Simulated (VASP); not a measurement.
Runs of VASP 6.6.1 on Pt. The structure is that of space group P6_3/mmc (No. 194), or close to it. The cells are those of the table. This isn't the form of Pt at room conditions, which is fcc.

```tsv
cell	gap on the mesh (eV)	pressure (GPa)
a = 2.623, b = 2.623, c = 5.032 Å, angles 90.0, 90.0, 120.0°, 2 atoms	none	16.3
a = 2.623, b = 2.623, c = 4.672 Å, angles 90.0, 90.0, 120.0°, 2 atoms	none	(b)
a = 2.623, b = 2.623, c = 4.553 Å, angles 90.0, 90.0, 120.0°, 2 atoms	none	(a)
a = 2.899, b = 2.899, c = 4.792 Å, angles 90.0, 90.0, 120.0°, 2 atoms	none	(c)
a = 2.830, b = 2.830, c = 5.032 Å, angles 90.0, 90.0, 120.0°, 2 atoms	none	-22.7
a = 2.899, b = 2.899, c = 4.912 Å, angles 90.0, 90.0, 120.0°, 2 atoms	none	-26.1
a = 2.899, b = 2.899, c = 5.032 Å, angles 90.0, 90.0, 120.0°, 2 atoms	none	-28.2
a = 2.692, b = 2.692, c = 4.672 Å, angles 90.0, 90.0, 120.0°, 2 atoms	none	16.2
a = 2.692, b = 2.692, c = 4.553 Å, angles 90.0, 90.0, 120.0°, 2 atoms	none	25.4
a = 2.623, b = 2.623, c = 4.792 Å, angles 90.0, 90.0, 120.0°, 2 atoms	none	29.4
a = 2.623, b = 2.623, c = 4.912 Å, angles 90.0, 90.0, 120.0°, 2 atoms	none	22.1
```

Alike in all rows: task single point; level r2SCAN; potentials or basis VASP PAW PBE potentials, release 64 (Pt); no spin polarisation; k mesh 18 × 18 × 10; cutoff (eV) 520; smearing gaussian 0.15 eV.

Question: Estimate the missing entries.

Answer: (a) 49.7; (b) 38.5; (c) -23.3.

Caveats: the PAW data sets were made with another functional, which shifts forces and pressure a little; spin-orbit coupling is left out, which moves the levels of the heavy elements; the cell stands under pressure (at least some runs); the cell stands under tension (at least some runs).

A k mesh can miss the band edges, and the runs leave out spin-orbit coupling on Pt.

A gap of «none» marks levels without a gap at the run's occupations.
